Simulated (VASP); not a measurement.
# Al (Fm-3m) in VASP: notebook

Runs on Al. Level: PBE+D3(BJ). Tasks: single point, relaxation of cell and atoms.

All numbers are computed with VASP 6.6.1; they aren't measurements. Logs are shortened: lines on timing, memory, paths and dates and some standing lists are left out, and cuts for length are marked.

## (1) The cell of the first run

It takes space group Fm-3m (No. 225, cubic). The conventional cell has a = 4.061 Å, b = 4.061 Å, c = 4.061 Å, α = 90.00°, β = 90.00°, γ = 90.00°. Within 3.8 Å of Al (site symmetry m-3m) lie 12 Al at 2.87 Å.

## (2) Single point, PBE+D3(BJ) (volume scaled by 1.06)

Input file INCAR:

```
SYSTEM = Al
ALGO = Normal ; EDIFF = 1E-6
ENCUT = 520 ; GGA = PE
ISIF = 2 ; ISMEAR = 0
IVDW = 12 ; LASPH = .True.
LCHARG = .False. ; LREAL = .False.
LWAVE = .False. ; NBANDS = 8
NELM = 80 ; PREC = Accurate
SIGMA = 0.1
```

Input file KPOINTS:

```
k-points
0
Gamma
  18 18 18
  0 0 0
```

Input file POSCAR:

```
Al
1.0
    0.0000000000      2.0304226693      2.0304226693
    2.0304226693      0.0000000000      2.0304226693
    2.0304226693      2.0304226693      0.0000000000
Al
1
Direct
    0.0000000000      0.0000000000      0.0000000000
```

Potentials or basis: VASP PAW PBE potentials, release 64 (Al).

On the command line:

```
cat potpaw_PBE.64/Al/POTCAR > POTCAR
mpirun -np 1 vasp_std > vasp.out
```

OUTCAR:

```text
SYSTEM = Al
   EDIFF = 1E-6
   ENCUT = 520
   GGA = PE
   ISIF = 2
   ISMEAR = 0
   IVDW = 12
   LASPH = .True.
   LREAL = .False.
   NELM = 80
   PREC = Accurate
 IVDW          = 12

 ion  position               nearest neighbor table
   1  0.000  0.000  0.000-

  LATTYP: Found a face centered cubic cell.
 ALAT       =     4.0608453386

  Lattice vectors:

 A1 = (   0.0000000000,   2.0304226693,   2.0304226693)
 A2 = (   2.0304226693,   0.0000000000,   2.0304226693)
 A3 = (   2.0304226693,   2.0304226693,   0.0000000000)

Analysis of symmetry for initial positions (statically):
=====================================================================
 Subroutine PRICEL returns:
 Original cell was already a primitive cell.

 Routine SETGRP: Setting up the symmetry group for a
 face centered cubic supercell.

 Subroutine GETGRP returns: Found 48 space group operations
 (whereof 48 operations were pure point group operations)
 out of a pool of 48 trial point group operations.

The static configuration has the point symmetry O_h .

Analysis of symmetry for dynamics (positions and initial velocities):
=====================================================================
 Subroutine PRICEL returns:
 Original cell was already a primitive cell.

 Routine SETGRP: Setting up the symmetry group for a
 face centered cubic supercell.

 Subroutine GETGRP returns: Found 48 space group operations
 (whereof 48 operations were pure point group operations)
 out of a pool of 48 trial point group operations.

The dynamic configuration has the point symmetry O_h .

 Subroutine INISYM returns: Found 48 space group operations
 (whereof 48 operations are pure point group operations),
 and found     1 'primitive' translations

----------------------------------------------------------------------------------------

                                     Primitive cell

  volume of cell :      16.7413

  direct lattice vectors                    reciprocal lattice vectors
     0.000000000  2.030422669  2.030422669    -0.246254146  0.246254146  0.246254146
     2.030422669  0.000000000  2.030422669     0.246254146 -0.246254146  0.246254146
     2.030422669  2.030422669  0.000000000     0.246254146  0.246254146 -0.246254146

  length of vectors
     2.871451276  2.871451276  2.871451276     0.426524692  0.426524692  0.426524692

  position of ions in fractional coordinates (direct lattice)
     0.000000000  0.000000000  0.000000000

  ion indices of the primitive-cell ions
   primitive index   ion index
                 1           1

----------------------------------------------------------------------------------------

 KPOINTS: k-points

Automatic generation of k-mesh.
 Grid dimensions read from file:
 generate k-points for:   18   18   18

 Generating k-lattice:

  Cartesian coordinates                     Fractional coordinates (reciprocal lattice)
    -0.013680786  0.013680786  0.013680786     0.055555556  0.000000000  0.000000000
     0.013680786 -0.013680786  0.013680786     0.000000000  0.055555556  0.000000000
     0.013680786  0.013680786 -0.013680786     0.000000000  0.000000000  0.055555556

  Length of vectors
     0.023695816  0.023695816  0.023695816

  Shift w.r.t. Gamma in fractional coordinates (k-lattice)
     0.000000000  0.000000000  0.000000000

 Subroutine IBZKPT returns following result:
 ===========================================

 Found    195 irreducible k-points:

 Following reciprocal coordinates:
            Coordinates               Weight
  0.000000  0.000000  0.000000      1.000000
  0.055556  0.000000  0.000000      8.000000
  0.111111  0.000000  0.000000      8.000000
  0.166667  0.000000  0.000000      8.000000
  0.222222  0.000000  0.000000      8.000000
  0.277778  0.000000  0.000000      8.000000
[... 16 lines left out ...]
 -0.277778  0.055556  0.000000     24.000000
 -0.222222  0.055556  0.000000     24.000000
 [... further k-points ...]
   k-points           NKPTS =    195   k-points in BZ     NKDIM =    195   number of bands    NBANDS=      8
   number of dos      NEDOS =    301   number of ions     NIONS =      1
   total plane-waves  NPLWV =  13824
   dimension x,y,z NGX =    24 NGY =   24 NGZ =   24
   dimension x,y,z NGXF=    48 NGYF=   48 NGZF=   48
   ions per type =               1
   NGX,Y,Z   is equivalent  to a cutoff of  13.90, 13.90, 13.90 a.u.
   NGXF,Y,Z  is equivalent  to a cutoff of  27.79, 27.79, 27.79 a.u.
 SYSTEM =  Al
   PREC   = accura    normal or accurate (medium, high low for compatibility)
   ISTART =      0    job   : 0-new  1-cont  2-samecut
   ICHARG =      2    charge: 1-file 2-atom 10-const
   ISPIN  =      1    spin polarized calculation?
   LNONCOLLINEAR =      F non collinear calculations
   LSORBIT =      F    spin-orbit coupling
   LASPH  =      T    aspherical Exc in radial PAW
   ENCUT  =  520.0 eV  38.22 Ry    6.18 a.u.   5.34  5.34  5.34*2*pi/ulx,y,z
   NELM   =     80;   NELMIN=  2; NELMDL= -5     # of ELM steps
   EDIFF  = 0.1E-05   stopping-criterion for ELM
   LREAL  =      F    real-space projection
[... 7 lines left out ...]
   TEBEG  =    0.0;   TEEND  =   0.0 temperature during run
   PSTRESS=    0.0 pullay stress
   NELECT =       3.0000    total number of electrons
   NUPDOWN=      -1.0000    fix difference up-down
   EMIN   =  10.00;   EMAX   =-10.00  energy-range for DOS
   EFERMI =   0.00;   METHOD = LEGACY
   ISMEAR =     0;   SIGMA  =   0.10  broadening in eV -4-tet -1-fermi 0-gaus
   EFERMI_NEDOS =   21; number of points for ismear=-14 and -15
   IALGO  =     38    algorithm
   IMIX   =      4    mixing-type and parameters
     AMIX     =   0.40;   BMIX     =  1.00
     AMIX_MAG =   1.60;   BMIX_MAG =  1.00
  volume/ion in A,a.u.               =      16.74       112.98
  Fermi-wavevector in a.u.,A,eV,Ry     =   0.922965  1.744152 11.590331  0.851865
  Thomas-Fermi vector in A             =   2.048550
   LORBIT       =      0    0 simple, 1 ext, 2 COOP (PROOUT), +10 PAW based schemes
   GGA     = PE    functional components
   LHFCALC =     F    Hartree Fock is set to
   AEXX    =    0.0000 exact exchange contribution
   IVDW    =    12    specifies the selected vdW correction
   LEPSILON=     F    determine dielectric tensor
   LRPA    =     F    only Hartree local field effects (RPA)
 non-spin polarized calculation
 Gauss-broadening in eV      SIGMA  =   0.10
  energy-cutoff  :      520.00
  volume of cell :       16.74
 maximum number of plane-waves:       465
 NGX is ok and might be reduce to    24
   NGX = 11   NGY = 11   NGZ = 11

 number of electron       3.0000000 magnetization

 Free energy of the ion-electron system (eV)
  ---------------------------------------------------
  ext. energy  EPLUGINS =         0.00000000
  ---------------------------------------------------
  free energy    TOTEN  =        -3.74367189 eV

  energy without entropy =       -3.74086776  energy(sigma->0) =       -3.74226982

 E-fermi :   7.8397     XC(G=0): -10.1441

 val. band max:        7.8339464056   @ k =  -0.3889   0.3889   0.1667
 cond. band min:       7.8401259974   @ k =  -0.2778   0.2778   0.0556
 fundamental gap:      0.0061795917
 Fermi energy:         7.8397119274

 k-point     1 :       0.0000    0.0000    0.0000
  band No.  band energies     occupation
      1      -3.1849      2.00000
      2      20.3886      0.00000
      3      20.3886      0.00000
      4      20.3886      0.00000
      5      21.7714      0.00000
      6      21.7714      0.00000
      7      21.7714      0.00000
      8      24.2106      0.00000

 k-point     2 :       0.0556    0.0000    0.0000
  band No.  band energies     occupation
      1      -3.1018      2.00000
      2      18.8619      0.00000
      3      20.0623      0.00000
      4      20.0623      0.00000
      5      22.2264      0.00000
      6      22.2264      0.00000
      7      22.3709      0.00000
      8      25.0788      0.00000

 k-point     3 :       0.1111    0.0000    0.0000
  band No.  band energies     occupation
      1      -2.8528      2.00000
      2      16.6546      0.00000
      3      19.5423      0.00000
      4      19.5423      0.00000
      5      22.4480      0.00000
      6      23.1003      0.00000
      7      23.1003      0.00000
      8      25.6295      0.00000

 k-point     4 :       0.1667    0.0000    0.0000
  band No.  band energies     occupation
      1      -2.4387      2.00000
      2      14.4355      0.00000
      3      19.0946      0.00000
      4      19.0946      0.00000
      5      22.2933      0.00000
      6      23.7021      0.00000
      7      23.7021      0.00000
      8      24.9924      0.00000

 k-point     5 :       0.2222    0.0000    0.0000
  band No.  band energies     occupation
      1      -1.8609      2.00000
      2      12.2922      0.00000
      3      18.7667      0.00000
      4      18.7667      0.00000
      5      22.1279      0.00000
      6      22.9625      0.00000
      7      22.9625      0.00000
      8      25.8993      0.00000

 k-point     6 :       0.2778    0.0000    0.0000
  band No.  band energies     occupation
      1      -1.1215      2.00000
      2      10.2554      0.00000
      3      18.5712      0.00000
      4      18.5712      0.00000
      5      21.9840      0.00000
      6      21.9840      0.00000
      7      22.0327      0.00000
      8      25.9506      0.00000

 k-point     7 :       0.3333    0.0000    0.0000
  band No.  band energies     occupation
      1      -0.2228      2.00000
      2       8.3403      0.00000
      3      18.5122      0.00000
      4      18.5122      0.00000
      5      21.0885      0.00000
      6      21.0885      0.00000
      7      22.0474      0.00000
      8      25.0235      0.00000

 k-point     8 :       0.3889    0.0000    0.0000
  band No.  band energies     occupation
      1       0.8323      2.00000
      2       6.5561      2.00000
      3      18.5915      0.00000
      4      18.5915      0.00000
      5      20.3163      0.00000
      6      20.3163      0.00000
      7      22.1932      0.00000
      8      24.1953      0.00000

 k-point     9 :       0.4444    0.0000    0.0000
  band No.  band energies     occupation
      1       2.0401      2.00000
      2       4.9099      2.00000
      3      18.8088      0.00000
      4      18.8088      0.00000
      5      19.6803      0.00000
      6      19.6803      0.00000
      7      22.4801      0.00000
      8      23.4878      0.00000

 k-point    10 :       0.5000    0.0000    0.0000
  band No.  band energies     occupation
      1       3.3144      2.00000
      2       3.4893      2.00000
      3      19.1057      0.00000
      4      19.1057      0.00000
      5      19.2435      0.00000
      6      19.2435      0.00000
      7      22.8826      0.00000
      8      22.9433      0.00000
[... 78 lines left out ...]
 k-point    18 :       0.4444    0.0556    0.0000
  band No.  band energies     occupation
      1       1.6922      2.00000
      2       5.5120      2.00000
      3      17.6398      0.00000
      4      18.2346      0.00000
      5      19.0395      0.00000
      6      21.0823      0.00000
      7      23.2949      0.00000
      8      24.3116      0.00000

 k-point    19 :       0.5000    0.0556    0.0000
  band No.  band energies     occupation
      1       2.9947      2.00000
      2       3.9660      2.00000
      3      17.6771      0.00000
      4      17.9521      0.00000
      5      19.3673      0.00000
      6      20.5403      0.00000
      7      23.5731      0.00000
      8      23.7983      0.00000

 k-point    20 :      -0.4444    0.0556    0.0000
  band No.  band energies     occupation
      1       2.5461      2.00000
      2       4.4633      2.00000
      3      17.2625      0.00000
      4      18.4042      0.00000
      5      19.8368      0.00000
      6      20.1375      0.00000
      7      23.2118      0.00000
      8      24.1953      0.00000

 k-point    21 :      -0.3889    0.0556    0.0000
  band No.  band energies     occupation
      1       1.2898      2.00000
      2       6.0601      2.00000
      3      16.9918      0.00000
      4      18.9910      0.00000
      5      19.8794      0.00000
      6      20.4456      0.00000
      7      22.8880      0.00000
      8      24.8240      0.00000

 k-point    22 :      -0.3333    0.0556    0.0000
  band No.  band energies     occupation
      1       0.1839      2.00000
      2       7.7970      1.45377
      3      16.8652      0.00000
      4      19.6082      0.00000
      5      19.8681      0.00000
      6      21.1879      0.00000
      7      22.6997      0.00000
      8      25.5661      0.00000

 k-point    23 :      -0.2778    0.0556    0.0000
  band No.  band energies     occupation
      1      -0.7668      2.00000
      2       9.6662      0.00000
      3      16.8826      0.00000
      4      19.7193      0.00000
      5      20.6324      0.00000
      6      22.0465      0.00000
      7      22.6501      0.00000
      8      26.3487      0.00000

 k-point    24 :      -0.2222    0.0556    0.0000
  band No.  band energies     occupation
      1      -1.5592      2.00000
      2      11.6580      0.00000
      3      17.0434      0.00000
      4      19.8684      0.00000
      5      21.6039      0.00000
      6      22.6400      0.00000
      7      23.0816      0.00000
      8      25.2724      0.00000

 [... further k-points ...]

------------------------ aborting loop because EDIFF is reached ----------------------------------------

 Edisp (eV)   -0.33129

 E8    (eV) :    -0.1481

  FORCE on cell =-STRESS in cart. coord.  units (eV):
  Direction    XX          YY          ZZ          XY          YZ          ZX
  --------------------------------------------------------------------------------------
  -------------------------------------------------------------------------------------
  Total      -0.45976    -0.45976    -0.45976    -0.00000    -0.00000     0.00000
  in kB     -44.00007   -44.00007   -44.00007    -0.00000    -0.00000     0.00000
  external pressure =      -44.00 kB  Pullay stress =        0.00 kB

 VOLUME and BASIS-vectors are now :
 -----------------------------------------------------------------------------
  energy-cutoff  :      520.00
  volume of cell :       16.74
      direct lattice vectors                 reciprocal lattice vectors
     0.000000000  2.030422669  2.030422669    -0.246254146  0.246254146  0.246254146
     2.030422669  0.000000000  2.030422669     0.246254146 -0.246254146  0.246254146
     2.030422669  2.030422669  0.000000000     0.246254146  0.246254146 -0.246254146

 POSITION                                       TOTAL-FORCE (eV/Angst)
 -----------------------------------------------------------------------------------
      0.00000      0.00000      0.00000         0.000000      0.000000     -0.000000
 -----------------------------------------------------------------------------------
    total drift:                               -0.000000      0.000000      0.000000

  FREE ENERGIE OF THE ION-ELECTRON SYSTEM (eV)
  ---------------------------------------------------
  free  energy   TOTEN  =        -4.0749612711 eV

  energy  without entropy=       -4.0721571356  energy(sigma->0) =       -4.07355920
```

Run time: 14 s. Hardware: 1 thread of Intel Xeon Platinum 8488C (Sapphire Rapids), shared host; peak memory 0.15 GiB.

Results:

| Item | Value |
| --- | --- |
| Free energy | -4.0750 eV |
| Pressure | -4.4 GPa |
| Dispersion energy per atom | -0.331 eV |

Levels at points of the mesh, in eV from the Fermi level:
```
           k point  band 1  band 2  band 3  band 4  band 5
(0.00, 0.00, 0.00)  -11.02   12.55   12.55   12.55   13.93
(0.50, 0.00, 0.00)   -4.53   -4.35   11.27   11.27   11.40
(0.50, 0.50, 0.00)   -2.88   -1.59    5.26    5.54    5.54
```

Caveat: pairwise dispersion overbinds metals, which lowers pressure and volume.

## (3) Single point, PBE+D3(BJ) (volume scaled by 1.10)

Input file INCAR:

```
ALGO = Normal
EDIFF = 1E-6
ENCUT = 520
GGA = PE
ISIF = 2
ISMEAR = 0
IVDW = 12
LASPH = T
LCHARG = F
LREAL = F
LWAVE = F
NBANDS = 8
NELM = 60
PREC = Accurate
SIGMA = 0.1
```

Input file KPOINTS:

```
k-points
0
Gamma
  18 18 18
```

Input file POSCAR:

```
Al
1.0
    0.0000000000      2.0556478904      2.0556478904
    2.0556478904      0.0000000000      2.0556478904
    2.0556478904      2.0556478904      0.0000000000
Al
1
Direct
    0.0000000000      0.0000000000      0.0000000000
```

Potentials or basis: VASP PAW PBE potentials, release 64 (Al).

On the command line:

```
cat potpaw_PBE.64/Al/POTCAR > POTCAR
mpirun -np 1 vasp_std > vasp.out
```

Run time: 12 s. Hardware: 1 thread of Intel Xeon Platinum 8488C (Sapphire Rapids), shared host; peak memory 0.16 GiB.

The run converged. Its results:

```yaml
Free_energy: -4.0531 eV
Pressure: -6.6 GPa
Dispersion_energy_per_atom: -0.319 eV
```

Levels at points of the mesh, in eV from the Fermi level:
```tsv
k point	band 1	band 2	band 3	band 4	band 5
(0.00, 0.00, 0.00)	-10.77	12.35	12.35	12.35	13.46
(0.50, 0.00, 0.00)	-4.38	-4.30	10.88	10.88	11.24
(0.50, 0.50, 0.00)	-2.79	-1.59	5.25	5.37	5.37
```

Caveat: pairwise dispersion overbinds metals, which lowers pressure and volume.

(Part 1 of 2 ends here.)
